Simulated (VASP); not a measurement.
A run of VASP 6.6.1 is set up as follows.

File POSCAR:

```
TiO
1.0
    5.1204734535      0.0000000000      0.0000000000
   -2.5602367268      4.4344600901      0.0000000000
    0.0000000000      0.0000000000      2.7104864624
Ti O
3 3
Direct
    0.6666666667      0.3333333333      0.5000000000
    0.3333333333      0.6666666667      0.5000000000
    0.0000000000      0.0000000000      0.0000000000
    0.6057670848      0.6057670848      0.0000000000
    0.3942329152      0.0000000000      0.0000000000
    0.0000000000      0.3942329152      0.0000000000
```

Contents of INCAR.step1:

```
SYSTEM = TiO
PREC = Accurate
ENCUT = 520
ISMEAR = 0
SIGMA = 0.15
LREAL = .False.
LASPH = .True.
NELM = 80
NBANDS = 36
GGA = PE
ALGO = Normal
EDIFF = 1E-4
LWAVE = .True.
LCHARG = .False.
```

The input INCAR.step2:

```
SYSTEM = TiO
PREC = Accurate
ENCUT = 520
EDIFF = 1E-6
ISMEAR = 0
SIGMA = 0.15
LREAL = .False.
LASPH = .True.
NELM = 80
ALGO = Normal
ISIF = 2
LWAVE = .False.
LCHARG = .False.
METAGGA = R2SCAN
LMIXTAU = .True.
NBANDS = 36
ISTART = 1
```

KPOINTS

```
regular mesh
0
Gamma
  12 12 18
  0 0 0
```

Potentials or basis: VASP PAW PBE potentials, release 64 (Ti_sv, O).

The run is started by

```console
$ cat potpaw_PBE.64/Ti_sv/POTCAR potpaw_PBE.64/O/POTCAR > POTCAR
$ cp INCAR.step1 INCAR
$ mpirun -np 1 vasp_std > vasp.out
$ cp INCAR.step2 INCAR
$ mpirun -np 1 vasp_std > vasp.out
```

Estimate the pressure.

2.4 GPa.

What does it give for the largest force?

0.251 eV/Å.

Stress tensor (GPa, compression positive):
```
-6.68  0.00  0.00
 0.00 -6.68  0.00
 0.00  0.00 20.51
```

Caveat: the PAW data sets were made with another functional, which shifts forces and pressure a little.
